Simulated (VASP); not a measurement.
Here is a VASP 6.6.1 calculation.

Contents of INCAR:

```
PREC     = Accurate       # precision mode
ENCUT    = 520            # plane-wave cutoff, eV
EDIFF    = 1E-6           # SCF threshold, eV
ISMEAR   = 0              # smearing method
SIGMA    = 0.2            # smearing width, eV
LREAL    = False          # projectors in reciprocal space
LASPH    = True           # aspherical terms in the spheres
NELM     = 80             # most SCF steps
ALGO     = Fast           # electronic algorithm
ISIF     = 2              # what is computed and relaxed
LWAVE    = False          # write WAVECAR
LCHARG   = True           # write CHGCAR
GGA      = PE             # functional
LELF     = True           # ELF
LVHAR    = True         
NBANDS   = 50             # bands
```

KPOINTS

```
Automatic mesh
0
Gamma
  4 4 4
```

POSCAR

```
Na4Au
1.0
    3.5019721000     -3.5019721000     -3.2075517000
    3.5019721000      3.5019721000     -3.2075517000
    7.0039442000      0.0000000000      6.4151034000
Na Au
8 2
Direct
    0.1081905000      0.4639365000      0.0360635000
    0.6081905000      0.9639365000      0.5360635000
    0.0360635000      0.3918095000      0.4639365000
    0.5360635000      0.8918095000      0.9639365000
    0.2139365000      0.8581905000      0.2860635000
    0.7139365000      0.3581905000      0.7860635000
    0.6418095000      0.2860635000      0.2139365000
    0.1418095000      0.7860635000      0.7139365000
    0.0000000000      0.0000000000      0.0000000000
    0.5000000000      0.5000000000      0.5000000000
```

Potentials or basis: VASP PAW PBE potentials, release 64 (Na_pv, Au).

Command:

```sh
$ cat potpaw_PBE.64/Na_pv/POTCAR potpaw_PBE.64/Au/POTCAR > POTCAR
$ mpirun -np 1 vasp_std > vasp.out
```

Question: Predict the largest force.

Answer: 0.003 eV/Å.

Question: Estimate the band gap on the k mesh.

Answer: Zero (bands 39 and 40 overlap by 1.77 eV).

Question: Predict the pressure.

Answer: 0.0 GPa.

Forces on the atoms (eV/Å):
```
Na  -0.001 -0.002 -0.002
Na  -0.001 -0.002 -0.002
Na   0.001 -0.002  0.002
Na   0.001 -0.002  0.002
Na   0.002  0.002  0.000
Na   0.002  0.002  0.000
Na  -0.002  0.002  0.000
Na  -0.002  0.002  0.000
Au   0.000 -0.001  0.000
Au   0.000 -0.001  0.000
```

Caveat: spin-orbit coupling is left out, which moves the levels of the heavy elements.
